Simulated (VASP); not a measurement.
# ZrS2 (P-3m1) in VASP: G0W0 quasiparticle levels with PBE

Aim: the G0W0 quasiparticle levels of ZrS2 with PBE.

Everything below comes from runs of VASP 6.6.1. Logs are shortened: lines on timing, memory, paths and dates and some standing lists are left out, and cuts for length are marked.

## Step 1: The cell of the first run

Symmetry: P-3m1, No. 164, trigonal system. Conventional cell: a = 3.674 Å, b = 3.674 Å, c = 5.857 Å, α = 90.00°, β = 90.00°, γ = 120.00°. Zr (site symmetry -3m) has 6 S at 2.57 Å within 3.4 Å. Within 3.4 Å of S (site symmetry 3m) lie 3 Zr at 2.57 Å.

## Step 2: G0W0 quasiparticle levels, PBE

File POSCAR:

```
ZrS2
1.0
    3.6743990845      0.0000000000      0.0000000000
   -1.8371995423      3.1821229508      0.0000000000
    0.0000000000      0.0000000000      5.8568562691
Zr S
1 2
Direct
    0.0000000000      0.0000000000      0.0000000000
    0.3333333333      0.6666666667      0.2462324601
    0.6666666667      0.3333333333      0.7537675399
```

File INCAR.step1:

```
PREC = Accurate
ENCUT = 500
EDIFF = 1E-8
ISMEAR = 0
SIGMA = 0.01
LREAL = False
LASPH = True
NELM = 60
ALGO = Normal
LWAVE = True
LCHARG = False
GGA = PE
```

File INCAR.step2:

```
PREC = Accurate
ENCUT = 500
EDIFF = 1E-8
ISMEAR = 0
SIGMA = 0.01
LREAL = False
LASPH = True
NELM = 1
ALGO = Exact
LWAVE = True
LCHARG = False
GGA = PE
NBANDS = 216
LOPTICS = True
ISTART = 1
```

File INCAR.step3:

```
PREC = Accurate
ENCUT = 500
EDIFF = 1E-8
ISMEAR = 0
SIGMA = 0.01
LREAL = False
LASPH = True
ALGO = EVGW0
LWAVE = False
LCHARG = False
GGA = PE
NELMGW = 1
NBANDS = 216
ENCUTGW = 120.0
NOMEGA = 96
PRECFOCK = Fast
ISTART = 1
NBANDSGW = 20
OMEGAMAX = 30
```

File KPOINTS:

```
regular mesh
0
Gamma
  6 6 2
```

Potentials or basis: VASP PAW PBE potentials, release 64 (Zr_sv_GW, S_GW).

Command:

```sh
cat potpaw_PBE.64/Zr_sv_GW/POTCAR potpaw_PBE.64/S_GW/POTCAR > POTCAR
cp INCAR.step1 INCAR
mpirun -np 1 vasp_std > vasp.out
cp INCAR.step2 INCAR
mpirun -np 1 vasp_std > vasp.out
cp INCAR.step3 INCAR
mpirun -np 1 vasp_std > vasp.out
```

OUTCAR:

```text
PREC = Accurate
   ENCUT = 500
   EDIFF = 1E-8
   ISMEAR = 0
   LREAL = False
   LASPH = True
   GGA = PE
   NELMGW = 1
   ENCUTGW = 120.0
   PRECFOCK = Fast
   ISTART = 1

 ion  position               nearest neighbor table
   1  0.000  0.000  0.000-
   2  0.333  0.667  0.246-
   3  0.667  0.333  0.754-

  LATTYP: Found a hexagonal cell.
 ALAT       =     3.6743990845
 C/A-ratio  =     1.5939630221

  Lattice vectors:

 A1 = (   3.6743990845,   0.0000000000,   0.0000000000)
 A2 = (  -1.8371995423,   3.1821229508,   0.0000000000)
 A3 = (   0.0000000000,   0.0000000000,   5.8568562691)

Analysis of symmetry for initial positions (statically):
=====================================================================
 Subroutine PRICEL returns:
 Original cell was already a primitive cell.

 Routine SETGRP: Setting up the symmetry group for a
 hexagonal supercell.

 Subroutine GETGRP returns: Found 12 space group operations
 (whereof 12 operations were pure point group operations)
 out of a pool of 24 trial point group operations.

The static configuration has the point symmetry D_3d.

Analysis of symmetry for dynamics (positions and initial velocities):
=====================================================================
 Subroutine PRICEL returns:
 Original cell was already a primitive cell.

 Routine SETGRP: Setting up the symmetry group for a
 hexagonal supercell.

 Subroutine GETGRP returns: Found 12 space group operations
 (whereof 12 operations were pure point group operations)
 out of a pool of 24 trial point group operations.

The dynamic configuration has the point symmetry D_3d.

 Subroutine INISYM returns: Found 12 space group operations
 (whereof 12 operations are pure point group operations),
 and found     1 'primitive' translations

----------------------------------------------------------------------------------------

                                     Primitive cell

  volume of cell :      68.4806

  direct lattice vectors                    reciprocal lattice vectors
     3.674399085  0.000000000  0.000000000     0.272153345  0.157127807  0.000000000
[... 46 lines left out ...]
  0.166667  0.000000  0.000000      6.000000
  0.333333  0.000000  0.000000      6.000000
  0.500000  0.000000  0.000000      3.000000
  0.166667  0.166667  0.000000      6.000000
  0.333333  0.166667  0.000000     12.000000
  0.333333  0.333333  0.000000      2.000000
  0.000000  0.000000  0.500000      1.000000
  0.166667  0.000000  0.500000      6.000000
  0.333333  0.000000  0.500000      6.000000
  0.500000  0.000000  0.500000      3.000000
  0.166667  0.166667  0.500000      6.000000
  0.333333  0.166667  0.500000     12.000000
  0.333333  0.333333  0.500000      2.000000
   k-points           NKPTS =     14   k-points in BZ     NKDIM =     72   number of bands    NBANDS=    216
   number of dos      NEDOS =    301   number of ions     NIONS =      3
   total plane-waves  NPLWV =  37632
   dimension x,y,z NGX =    28 NGY =   28 NGZ =   48
   dimension x,y,z NGXF=    56 NGYF=   56 NGZF=   96
   ions per type =               1   2
   NGX,Y,Z   is equivalent  to a cutoff of  12.67, 12.67, 13.62 a.u.
   NGXF,Y,Z  is equivalent  to a cutoff of  25.34, 25.34, 27.25 a.u.
 SYSTEM =  unknown system
   PREC   = accura    normal or accurate (medium, high low for compatibility)
   ISTART =      1    job   : 0-new  1-cont  2-samecut
   ICHARG =      0    charge: 1-file 2-atom 10-const
   ISPIN  =      1    spin polarized calculation?
   LNONCOLLINEAR =      F non collinear calculations
   LSORBIT =      F    spin-orbit coupling
   LASPH  =      T    aspherical Exc in radial PAW
   ENCUT  =  500.0 eV  36.75 Ry    6.06 a.u.   6.70  6.70 10.68*2*pi/ulx,y,z
   NELM   =     60;   NELMIN=  2; NELMDL=  0     # of ELM steps
   EDIFF  = 0.1E-07   stopping-criterion for ELM
   LREAL  =      F    real-space projection
   EDIFFG = 0.1E-06   stopping-criterion for IOM
   NSW    =      0    number of steps for IOM
   IBRION =     -1    ionic relax: 0-MD 1-quasi-New 2-CG
   NFREE  =      0    steps in history (QN), initial steepest desc. (CG)
   ISIF   =      0    stress and relaxation
   ISYM   =      3    0-nonsym 1-usesym 2-fastsym
   POTIM  = 0.5000    time-step for ionic-motion
   TEBEG  =    0.0;   TEEND  =   0.0 temperature during run
   PSTRESS=    0.0 pullay stress
   NELECT =      24.0000    total number of electrons
   NUPDOWN=      -1.0000    fix difference up-down
   EMIN   =  10.00;   EMAX   =-10.00  energy-range for DOS
   EFERMI =   0.00;   METHOD = LEGACY
   ISMEAR =     0;   SIGMA  =   0.01  broadening in eV -4-tet -1-fermi 0-gaus
   EFERMI_NEDOS =   21; number of points for ismear=-14 and -15
   IALGO  =     38    algorithm
   IMIX   =      4    mixing-type and parameters
     AMIX     =   0.40;   BMIX     =  1.00
     AMIX_MAG =   1.60;   BMIX_MAG =  1.00
  volume/ion in A,a.u.               =      22.83       154.04
  Fermi-wavevector in a.u.,A,eV,Ry     =   1.154222  2.181163 18.126064  1.332228
  Thomas-Fermi vector in A             =   2.290860
   LORBIT       =      0    0 simple, 1 ext, 2 COOP (PROOUT), +10 PAW based schemes
   GGA     = PE    functional components
   LHFCALC =     T    Hartree Fock is set to
   PRECFOCK=fast      Normal, Fast or Accurate (Low or Medium for compatibility)
   ENCUT4O =  -1.0   cutoff for four orbital integrals eV
   NKREDX  =     1    reduce k-point grid by
   NKREDY  =     1    reduce k-point grid by
   NKREDZ  =     1    reduce k-point grid by
   AEXX    =    1.0000 exact exchange contribution
   HFSCREEN=    0.0000 screening length (either q_TF or 0.3 A-1)
   HFSCREENC=   0.0000 screening length for correlation (either q_TF or 0.3 A-1)
   ENCUTFOCK=  -1.0 apply spherical cutoff to Coloumb kernel
   IVDW    =     0    specifies the selected vdW correction
   LEPSILON=     F    determine dielectric tensor
   LRPA    =     F    only Hartree local field effects (RPA)
   LRPAFORCE           =     F    calculate RPA forces
   ENCUTGW             = 120.0    cutoff for response function in eV
   ENCUTGWSOFT         =  96.0    soft cutoff for Coulomb kernel in GW response function in eV
   ENCUTLF             =  -1.0    cutoff for local field effects
   NELMGW              =     1    number of iterations in solving QP/BSE equation
   NELMHF              =     1    number of iterations in the inner HF iteration
   NKREDLFX            =     1    NKREDLFY  =   1   NKREDLFZ  =   1
 non-spin polarized calculation
 Gauss-broadening in eV      SIGMA  =   0.01
  energy-cutoff  :      500.00
  volume of cell :       68.48
 maximum number of plane-waves:      1785
 NGX is ok and might be reduce to    28
  NGX = 16; NGY = 16; NGZ = 28
   NGX = 13   NGY = 13   NGZ = 21
 maximum number of plane-waves:       218
 NGX is ok and might be reduce to    14

 QP shifts <psi_nk| G(iteration)W_0 |psi_nk>: iteration 1
 for sc-GW calculations column KS-energies equals QP-energies in previous step
 and V_xc(KS)=  KS-energies - (<T + V_ion + V_H > + <T+V_H+V_ion>^1  + <V_x>^1)

 k-point   1 :       0.0000    0.0000    0.0000
  band No.  KS-energies  QP-energies   sigma(KS)   V_xc(KS)     V^pw_x(r,r')   Z            occupation Imag(sigma)

      1     -44.4355     -44.9273     -21.5330     -20.6816     -34.2679       0.5776       2.0000       1.0486
      2     -22.5069     -23.2262     -20.4233     -19.3170     -27.5480       0.6502       2.0000       0.6263
      3     -22.3525     -23.1086     -20.6493     -19.4963     -27.5967       0.6558       2.0000       0.4833
      4     -22.3525     -23.1086     -20.6493     -19.4963     -27.5967       0.6558       2.0000       0.4833
      5      -8.1376      -8.3652     -13.5783     -13.2036     -21.2370       0.6071       2.0000       1.2100
      6      -6.6354      -6.9834     -14.6163     -14.0782     -21.4794       0.6467       2.0000       0.9591
[... 311 lines left out ...]
      6      -6.8429      -7.1409     -14.5373     -14.0623     -21.5160       0.6275       2.0000       0.9621
[... 12 lines left out ...]
     19      13.1947      13.5280     -10.7794     -11.2204      -5.3225       0.7557       0.0000      -0.3788
     20      13.1947      13.5280     -10.7794     -11.2204      -5.3225       0.7557       0.0000      -0.3788
```

It took 15 min on 1 thread of Intel Xeon 6975P-C (Granite Rapids), shared host; peak memory 1.3 GiB.

Results:

```yaml
Quasiparticle_gap: 1.76 eV
Least_direct_quasiparticle_gap: 2.51 eV
Band_gap_of_the_starting_levels_on_the_mesh: 0.88 eV
Least_direct_gap_of_the_starting_levels_on_the_mesh: 1.49 eV
```

Caveat: the k points lie up to 0.54 Å⁻¹ apart; bands, screening cutoff and mesh are small and nothing is extrapolated, so the quasiparticle values aren't converged.
